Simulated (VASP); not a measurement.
# Te (P3_121) in VASP: a series of runs

Runs on Te. Level: PBEsol. Tasks: single point, relaxation of cell and atoms.

Everything below comes from runs of VASP 6.6.1. Logs are shortened: lines on timing, memory, paths and dates and some standing lists are left out, and cuts for length are marked.

### Step 1. The cell of the first run

It takes space group P3_121 (No. 152, trigonal). Conventional cell: a = 4.323 Å, b = 4.323 Å, c = 5.948 Å, α = 90.00°, β = 90.00°, γ = 120.00°. Te (site symmetry 2) has 6 Te at 2.91 to 3.35 Å within 3.8 Å.

### Step 2. Single point, PBEsol

INCAR reads:

```
PREC = Accurate
ENCUT = 520
EDIFF = 1E-7
ISMEAR = -1
SIGMA = 0.05
LREAL = F
LASPH = T
NELM = 100
ALGO = Normal
ISIF = 2
LWAVE = F
LCHARG = T
GGA = PS
LELF = T
LVHAR = T
NBANDS = 16
```

KPOINTS reads:

```
regular mesh
0
Gamma
  7 7 5
```

POSCAR reads:

```
Te
1.0
    4.3230896273      0.0000000000      0.0000000000
   -2.1615448137      3.7439054401      0.0000000000
    0.0000000000      0.0000000000      5.9476809773
Te
3
Direct
    0.2836464519      0.0000000000      0.3333333333
    1.0000000000      0.2836464519      0.6666666667
    0.7163535481      0.7163535481      0.0000000000
```

Potentials or basis: VASP PAW PBE potentials, release 64 (Te).

Run with:

```
$ cat potpaw_PBE.64/Te/POTCAR > POTCAR
$ mpirun -np 1 vasp_std > vasp.out
```

OUTCAR:

```text
PREC = Accurate
   ENCUT = 520
   EDIFF = 1E-7
   ISMEAR = -1
   LREAL = F
   LASPH = T
   NELM = 100
   ISIF = 2
   GGA = PS

 ion  position               nearest neighbor table
   1  0.284  0.000  0.333-   3 2.91   2 2.91   3 3.35   3 3.35   2 3.35   2 3.35
   2  0.000  0.284  0.667-   3 2.91   1 2.91   3 3.35   3 3.35   1 3.35   1 3.35
   3  0.716  0.716  0.000-   1 2.91   2 2.91   2 3.35   1 3.35   1 3.35   2 3.35

  LATTYP: Found a hexagonal cell.
 ALAT       =     4.3230896273
 C/A-ratio  =     1.3757940478

  Lattice vectors:

 A1 = (   4.3230896273,   0.0000000000,   0.0000000000)
 A2 = (  -2.1615448137,   3.7439054401,   0.0000000000)
 A3 = (   0.0000000000,   0.0000000000,   5.9476809773)

Analysis of symmetry for initial positions (statically):
=====================================================================
 Subroutine PRICEL returns:
 Original cell was already a primitive cell.

 Routine SETGRP: Setting up the symmetry group for a
 hexagonal supercell.

 Subroutine GETGRP returns: Found  6 space group operations
 (whereof  2 operations were pure point group operations)
 out of a pool of 24 trial point group operations.

The static configuration has the point symmetry C_2 .
 The point group associated with its full space group is D_3 .

Analysis of symmetry for dynamics (positions and initial velocities):
=====================================================================
 Subroutine PRICEL returns:
 Original cell was already a primitive cell.

 Routine SETGRP: Setting up the symmetry group for a
 hexagonal supercell.

 Subroutine GETGRP returns: Found  6 space group operations
 (whereof  2 operations were pure point group operations)
 out of a pool of 24 trial point group operations.

The dynamic configuration has the point symmetry C_2 .
 The point group associated with its full space group is D_3 .

 Subroutine INISYM returns: Found  6 space group operations
 (whereof  2 operations are pure point group operations),
 and found     1 'primitive' translations

----------------------------------------------------------------------------------------

                                     Primitive cell

  volume of cell :      96.2646

  direct lattice vectors                    reciprocal lattice vectors
     4.323089627  0.000000000  0.000000000     0.231316046  0.133550382  0.000000000
    -2.161544814  3.743905440  0.000000000     0.000000000  0.267100763  0.000000000
     0.000000000  0.000000000  5.947680977     0.000000000  0.000000000  0.168132757

  length of vectors
     4.323089627  4.323089627  5.947680977     0.267100763  0.267100763  0.168132757

  position of ions in fractional coordinates (direct lattice)
     0.283646452  0.000000000  0.333333333
     1.000000000  0.283646452  0.666666667
     0.716353548  0.716353548  0.000000000

  ion indices of the primitive-cell ions
   primitive index   ion index
                 1           1
                 2           2
                 3           3

----------------------------------------------------------------------------------------

 KPOINTS: regular mesh

Automatic generation of k-mesh.
 Grid dimensions read from file:
 generate k-points for:    7    7    5

 Generating k-lattice:

  Cartesian coordinates                     Fractional coordinates (reciprocal lattice)
     0.033045149  0.019078626  0.000000000     0.142857143 -0.000000000  0.000000000
     0.000000000  0.038157252  0.000000000     0.000000000  0.142857143  0.000000000
     0.000000000  0.000000000  0.033626551     0.000000000  0.000000000  0.200000000

  Length of vectors
     0.038157252  0.038157252  0.033626551

  Shift w.r.t. Gamma in fractional coordinates (k-lattice)
     0.000000000  0.000000000  0.000000000

 Subroutine IBZKPT returns following result:
 ===========================================

 Found     32 irreducible k-points:

 Following reciprocal coordinates:
            Coordinates               Weight
  0.000000  0.000000  0.000000      1.000000
  0.142857 -0.000000  0.000000      6.000000
  0.285714 -0.000000  0.000000      6.000000
  0.428571  0.000000  0.000000      6.000000
  0.142857  0.142857  0.000000      6.000000
  0.285714  0.142857  0.000000     12.000000
[... 16 lines left out ...]
  0.000000  0.142857  0.400000      6.000000
  0.285714 -0.000000  0.400000      6.000000
 [... further k-points ...]
   k-points           NKPTS =     32   k-points in BZ     NKDIM =     32   number of bands    NBANDS=     16
   number of dos      NEDOS =    301   number of ions     NIONS =      3
   total plane-waves  NPLWV =  49152
   dimension x,y,z NGX =    32 NGY =   32 NGZ =   48
   dimension x,y,z NGXF=    64 NGYF=   64 NGZF=   96
   ions per type =               3
   NGX,Y,Z   is equivalent  to a cutoff of  12.31, 12.31, 13.42 a.u.
   NGXF,Y,Z  is equivalent  to a cutoff of  24.61, 24.61, 26.83 a.u.
 SYSTEM =  unknown system
   PREC   = accura    normal or accurate (medium, high low for compatibility)
   ISTART =      0    job   : 0-new  1-cont  2-samecut
   ICHARG =      2    charge: 1-file 2-atom 10-const
   ISPIN  =      1    spin polarized calculation?
   LNONCOLLINEAR =      F non collinear calculations
   LSORBIT =      F    spin-orbit coupling
   LASPH  =      T    aspherical Exc in radial PAW
   ENCUT  =  520.0 eV  38.22 Ry    6.18 a.u.   8.04  8.04 11.06*2*pi/ulx,y,z
   NELM   =    100;   NELMIN=  2; NELMDL= -5     # of ELM steps
   EDIFF  = 0.1E-06   stopping-criterion for ELM
   LREAL  =      F    real-space projection
   EDIFFG = 0.1E-05   stopping-criterion for IOM
   NSW    =      0    number of steps for IOM
   IBRION =     -1    ionic relax: 0-MD 1-quasi-New 2-CG
   NFREE  =      0    steps in history (QN), initial steepest desc. (CG)
   ISIF   =      2    stress and relaxation
   ISYM   =      2    0-nonsym 1-usesym 2-fastsym
   POTIM  = 0.5000    time-step for ionic-motion
   TEBEG  =    0.0;   TEEND  =   0.0 temperature during run
   PSTRESS=    0.0 pullay stress
   NELECT =      18.0000    total number of electrons
   NUPDOWN=      -1.0000    fix difference up-down
   EMIN   =  10.00;   EMAX   =-10.00  energy-range for DOS
   EFERMI =   0.00;   METHOD = LEGACY
   ISMEAR =    -1;   SIGMA  =   0.05  broadening in eV -4-tet -1-fermi 0-gaus
   EFERMI_NEDOS =   21; number of points for ismear=-14 and -15
   IALGO  =     38    algorithm
   IMIX   =      4    mixing-type and parameters
     AMIX     =   0.40;   BMIX     =  1.00
     AMIX_MAG =   1.60;   BMIX_MAG =  1.00
  volume/ion in A,a.u.               =      32.09       216.54
  Fermi-wavevector in a.u.,A,eV,Ry     =   0.936146  1.769059 11.923719  0.876369
  Thomas-Fermi vector in A             =   2.063125
   LORBIT       =      0    0 simple, 1 ext, 2 COOP (PROOUT), +10 PAW based schemes
   GGA     = PS    functional components
   LHFCALC =     F    Hartree Fock is set to
   AEXX    =    0.0000 exact exchange contribution
   IVDW    =     0    specifies the selected vdW correction
   LEPSILON=     F    determine dielectric tensor
   LRPA    =     F    only Hartree local field effects (RPA)
 non-spin polarized calculation
  energy-cutoff  :      520.00
  volume of cell :       96.26
 maximum number of plane-waves:      2608
   NGX = 17   NGY = 17   NGZ = 23

 number of electron      17.9999997 magnetization

 Free energy of the ion-electron system (eV)
  ---------------------------------------------------
  ext. energy  EPLUGINS =         0.00000000
  ---------------------------------------------------
  free energy    TOTEN  =       -10.57826172 eV

  energy without entropy =      -10.57789513  energy(sigma->0) =      -10.57807842

 E-fermi :   6.6249     XC(G=0):  -9.4942

 val. band max:        6.3661340116   @ k =   0.2857   0.2857   0.4000
 cond. band min:       6.8215505413   @ k =   0.0000   0.0000   0.4000
 fundamental gap:      0.4554165296
 Fermi energy:         6.6249005063

 k-point     1 :       0.0000    0.0000    0.0000
  band No.  band energies     occupation
      1      -7.3706      2.00000
      2      -3.9735      2.00000
      3      -3.9735      2.00000
      4       3.5809      2.00000
      5       3.9359      2.00000
      6       3.9359      2.00000
[... 8 lines left out ...]
     15      12.6410      0.00000
     16      12.6410      0.00000

 k-point     2 :       0.1429   -0.0000    0.0000
  band No.  band energies     occupation
      1      -7.2083      2.00000
      2      -3.9978      2.00000
      3      -3.9201      2.00000
      4       2.4610      2.00000
      5       3.1472      2.00000
      6       3.4637      2.00000
[... 8 lines left out ...]
     15      12.5396      0.00000
     16      12.9779      0.00000

 k-point     3 :       0.2857   -0.0000    0.0000
  band No.  band energies     occupation
      1      -6.7494      2.00000
      2      -4.2181      2.00000
      3      -3.7815      2.00000
      4       1.5021      2.00000
      5       2.2878      2.00000
      6       2.8837      2.00000
[... 8 lines left out ...]
     15      13.1928      0.00000
     16      14.0922      0.00000

 k-point     4 :       0.4286    0.0000    0.0000
  band No.  band energies     occupation
      1      -6.1488      2.00000
      2      -4.7223      2.00000
      3      -3.6517      2.00000
      4       1.4082      2.00000
      5       1.8619      2.00000
      6       2.5578      2.00000
[... 8 lines left out ...]
     15      14.7962      0.00000
     16      15.2896      0.00000

 k-point     5 :       0.1429    0.1429    0.0000
  band No.  band energies     occupation
      1      -6.8965      2.00000
      2      -4.0678      2.00000
      3      -3.8830      2.00000
      4       1.8104      2.00000
      5       2.0848      2.00000
      6       3.6215      2.00000
[... 8 lines left out ...]
     15      13.1486      0.00000
     16      13.8097      0.00000

 k-point     6 :       0.2857    0.1429    0.0000
  band No.  band energies     occupation
      1      -6.3445      2.00000
      2      -4.3957      2.00000
      3      -3.8500      2.00000
      4       1.4617      2.00000
      5       1.7523      2.00000
      6       2.9967      2.00000
[... 8 lines left out ...]
     15      14.1383      0.00000
     16      15.1084      0.00000

 k-point     7 :       0.4286    0.1429    0.0000
  band No.  band energies     occupation
      1      -5.9250      2.00000
      2      -4.7667      2.00000
      3      -3.8259      2.00000
      4       1.5724      2.00000
      5       1.8877      2.00000
      6       2.6641      2.00000
[... 8 lines left out ...]
     15      14.0052      0.00000
     16      15.4734      0.00000

 k-point     8 :       0.2857    0.2857    0.0000
  band No.  band energies     occupation
      1      -5.8623      2.00000
      2      -4.4986      2.00000
      3      -4.1857      2.00000
      4       1.7993      2.00000
      5       1.8065      2.00000
      6       2.9680      2.00000
[... 8 lines left out ...]
     15      13.4715      0.00000
     16      14.7744      0.00000

 k-point     9 :       0.0000    0.0000    0.2000
  band No.  band energies     occupation
      1      -7.2240      2.00000
      2      -5.1194      2.00000
      3      -2.7680      2.00000
      4       3.2753      2.00000
      5       3.6435      2.00000
      6       4.0656      2.00000
[... 8 lines left out ...]
     15      12.3113      0.00000
     16      12.3441      0.00000
[... 172 lines left out ...]
 k-point    19 :       0.4286    0.1429    0.2000
  band No.  band energies     occupation
      1      -5.8352      2.00000
      2      -4.8534      2.00000
      3      -3.8532      2.00000
      4       1.1581      2.00000
      5       1.6159      2.00000
      6       2.8402      2.00000
[... 8 lines left out ...]
     15      13.9549      0.00000
     16      14.3914      0.00000

 k-point    20 :       0.2857    0.2857    0.2000
  band No.  band energies     occupation
      1      -5.7674      2.00000
      2      -4.7279      2.00000
      3      -4.0342      2.00000
      4       1.1706      2.00000
      5       1.7914      2.00000
      6       2.3852      2.00000
[... 8 lines left out ...]
     15      13.5461      0.00000
     16      14.6945      0.00000

 k-point    21 :       0.0000    0.0000    0.4000
  band No.  band energies     occupation
      1      -6.7882      2.00000
      2      -6.0769      2.00000
      3      -1.8370      2.00000
      4       2.5741      2.00000
      5       3.7932      2.00000
      6       3.9517      2.00000
[... 8 lines left out ...]
     15      11.6987      0.00000
     16      13.5843      0.00000

 k-point    22 :       0.1429   -0.0000    0.4000
  band No.  band energies     occupation
      1      -6.6427      2.00000
      2      -5.9426      2.00000
      3      -2.1466      2.00000
      4       2.5263      2.00000
      5       3.5834      2.00000
      6       3.8142      2.00000
[... 8 lines left out ...]
     15      12.0081      0.00000
     16      12.9008      0.00000

 k-point    23 :       0.0000    0.1429    0.4000
  band No.  band energies     occupation
      1      -6.6360      2.00000
      2      -5.9553      2.00000
      3      -2.1116      2.00000
      4       2.4155      2.00000
      5       3.1445      2.00000
      6       3.7186      2.00000
[... 8 lines left out ...]
     15      12.2933      0.00000
     16      13.2043      0.00000

 k-point    24 :       0.2857   -0.0000    0.4000
  band No.  band energies     occupation
      1      -6.2610      2.00000
      2      -5.5559      2.00000
      3      -2.9522      2.00000
      4       1.8772      2.00000
      5       3.0290      2.00000
      6       3.1934      2.00000
[... 8 lines left out ...]
     15      12.4161      0.00000
     16      13.1464      0.00000

 [... further k-points ...]

------------------------ aborting loop because EDIFF is reached ----------------------------------------

  FORCE on cell =-STRESS in cart. coord.  units (eV):
  Direction    XX          YY          ZZ          XY          YZ          ZX
  --------------------------------------------------------------------------------------
  -------------------------------------------------------------------------------------
  Total        0.0293779      0.0293779      0.0672920     -0.0000000      0.0000000     -0.0000000
  in kB        0.4889498      0.4889498      1.1199725     -0.0000000      0.0000000     -0.0000000
  external PRESSURE =       0.6992907 kB  Pullay stress =       0.0000000 kB

 VOLUME and BASIS-vectors are now :
 -----------------------------------------------------------------------------
  energy-cutoff  :      520.00
  volume of cell :       96.26
      direct lattice vectors                 reciprocal lattice vectors
     4.323089627  0.000000000  0.000000000     0.231316046  0.133550382  0.000000000
    -2.161544814  3.743905440  0.000000000     0.000000000  0.267100763  0.000000000
     0.000000000  0.000000000  5.947680977     0.000000000  0.000000000  0.168132757

 POSITION                                       TOTAL-FORCE (eV/Angst)
 -----------------------------------------------------------------------------------
      1.22623      0.00000      1.98256         0.015650      0.000000      0.000000
     -0.61311      1.06195      3.96512        -0.007825      0.013553      0.000000
      1.54843      2.68196      0.00000        -0.007825     -0.013553     -0.000000
 -----------------------------------------------------------------------------------
    total drift:                                0.000000     -0.000000      0.000000

  FREE ENERGIE OF THE ION-ELECTRON SYSTEM (eV)
  ---------------------------------------------------
  free  energy   TOTEN  =       -10.5782617191 eV

  energy  without entropy=      -10.5778951288  energy(sigma->0) =      -10.57807842
```

Run time: 25 s. Hardware: 1 thread of Intel Xeon Platinum 8559C (Emerald Rapids), shared host; peak memory 0.22 GiB.

Results:

```yaml
Free_energy: -10.5783 eV
Pressure: 0.1 GPa
Largest_force: 0.016 eV/Å
Band_gap_on_the_k_mesh: 0.46 eV (least direct gap 0.62 eV)
```

Forces on the atoms (eV/Å):
```
Te   0.016  0.000  0.000
Te  -0.008  0.014  0.000
Te  -0.008 -0.014  0.000
```

Caveat: the PAW data sets were made with another functional, which shifts forces and pressure a little; spin-orbit coupling is left out, which moves the levels of the heavy elements.

### Step 3. Relaxation of cell and atoms, PBEsol

This run uses another cell than the first one, of 33.93 Å³/atom.

INCAR reads:

```
SYSTEM = Te
PREC     = Accurate       ! precision mode
ENCUT    = 600            ! plane-wave cutoff, eV
EDIFF    = 1E-6           ! SCF threshold, eV
ISMEAR   = -1             ! smearing method
SIGMA    = 0.05           ! smearing width, eV
LREAL    = .FALSE.        ! projectors in reciprocal space
LASPH    = .TRUE.         ! aspherical terms in the spheres
NELM     = 80             ! most SCF steps
ALGO     = Normal         ! electronic algorithm
ISIF     = 3              ! what is computed and relaxed
LWAVE    = .FALSE.        ! write WAVECAR
LCHARG   = .FALSE.        ! write CHGCAR
GGA      = PS             ! functional
IBRION   = 2              ! ionic algorithm
NSW      = 60             ! ionic steps
EDIFFG   = -0.03          ! ionic threshold
```

KPOINTS reads:

```
Automatic mesh
0
G
  7 7 5
  0 0 0
```

POSCAR reads:

```
Te
1.0
    4.4540000000      0.0000000000      0.0000000000
   -2.2270000000      3.8572771485      0.0000000000
    0.0000000000      0.0000000000      5.9240000000
Te
3
Direct
    0.2690000000      0.0000000000      0.3333330000
    1.0000000000      0.2690000000      0.6666670000
    0.7310000000      0.7310000000      0.0000000000
```

Potentials or basis: VASP PAW PBE potentials, release 64 (Te).

Run with:

```
$ cat potpaw_PBE.64/Te/POTCAR > POTCAR
$ mpirun -np 1 vasp_std > vasp.out
```

Wall time 1.7 min (1 thread of Intel Xeon Platinum 8559C (Emerald Rapids), shared host); peak memory 0.27 GiB.

It converged, with:

* Free energy: -10.5783 eV
* Relaxed volume: 32.10 Å³/atom
* Relaxed cell: a = 4.316 Å, b = 4.316 Å, c = 5.970 Å, α = 90.00°, β = 90.00°, γ = 120.00°
* Space group after relaxing (to 0.1 Å): P3_121 (No. 152)
* Energy gained by relaxing: 10.7 meV/atom
* Ionic steps: 8
* Pressure after relaxing: 0.0 GPa
* Largest force after relaxing: 0.015 eV/Å
* Band gap on the k mesh: 0.49 eV (least direct gap 0.61 eV)

Forces in eV/Å, atoms in the order of the input:
```
Te   0.015  0.000  0.000
Te  -0.008  0.013  0.000
Te  -0.008 -0.013  0.000
```

Stress tensor (GPa, compression positive):
```
 0.04  0.00  0.00
 0.00  0.04  0.00
 0.00  0.00 -0.11
```

Step by step:
```csv
step,energy change (eV),largest force (eV/Å),pressure (GPa),volume (Å³)
1,0.0000,0.1262,-0.87,101.78
2,-0.0091,0.2296,0.28,99.08
3,-0.0091,0.2321,0.31,99.01
4,-0.0182,0.1821,0.28,98.23
5,-0.0311,0.0557,0.34,95.90
6,-0.0312,0.0440,0.37,95.65
7,-0.0306,0.0228,-0.51,97.18
8,-0.0320,0.0154,-0.01,96.30
```

Final structure:
```
CELL_PARAMETERS angstrom
4.31553 0.00000 0.00000
-2.15776 3.73736 0.00000
0.00000 0.00000 5.97044
ATOMIC_POSITIONS crystal
Te 0.28341 0.00000 0.33333
Te 0.00000 0.28341 0.66667
Te 0.71659 0.71659 0.00000
```

Levels at points of the mesh, in eV from the valence-band top:
| k point | band 6 | band 7 | band 8 | band 9 | band 10 | band 11 | band 12 | band 13 |
| --- | --- | --- | --- | --- | --- | --- | --- | --- |
| (0.00, 0.00, 0.00) | -2.40 | -1.57 | -1.57 | -0.91 | 1.19 | 1.19 | 1.89 | 4.99 |

Caveat: the PAW data sets were made with another functional, which shifts forces and pressure a little; spin-orbit coupling is left out, which moves the levels of the heavy elements. A k mesh can miss the band edges.
